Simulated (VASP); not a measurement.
Write the native input for VASP 6.6.1 that does the following.

```
Task                   : single point
Functional             : RPBE
Potentials or basis    : VASP PAW PBE potentials, release 64 (B)
Cutoff                 : 520 eV
k mesh                 : 17 × 17 × 9
Occupations            : fermi-dirac, width 0.1 eV
Spin                   : no spin polarisation
Dipole correction      : no
Further INCAR settings : ALGO = Normal; EDIFF = 1e-07; NBANDS = 10
```

The structure of B lies in POSCAR:

```
B
1.0
    1.7244376408      0.0000000000      0.0000000000
   -0.8622188204      1.4934068042      0.0000000000
    0.0000000000      0.0000000000     10.6565596667
B
2
Direct
    0.3333333333      0.6666666667      0.2500000000
    0.6666666667      0.3333333333      0.7500000000
```

The input as run:

INCAR

```
  PREC = Accurate
  ENCUT = 520
  EDIFF = 1E-7
  ISMEAR = -1
  SIGMA = 0.1
  LREAL = F
  LASPH = T
  NELM = 60
  ALGO = Normal
  ISIF = 2
  LWAVE = F
  LCHARG = F
  GGA = RP
  NBANDS = 10
```

KPOINTS

```
regular mesh
0
Gamma
  17 17 9
```

Potentials or basis: VASP PAW PBE potentials, release 64 (B).

Launch:

```bash
$ cat potpaw_PBE.64/B/POTCAR > POTCAR
$ mpirun -np 1 vasp_std > vasp.out
```

Results of the run:

The pressure is -0.1 GPa and the band gap on the k mesh is zero (band 3 reaches 5.52 eV, above the bottom of band 4 at -5.04 eV).

Caveat: the PAW data sets were made with another functional, which shifts forces and pressure a little; this functional lacks dispersion, which binds the layers, so the pressure and a relaxed spacing across them are unreliable.

It took 58 s on 1 thread of Intel(R) Xeon(R) Platinum 8259CL CPU @ 2.50GHz (Skylake/Cascade Lake) (shared host), peak memory 0.16 GiB.
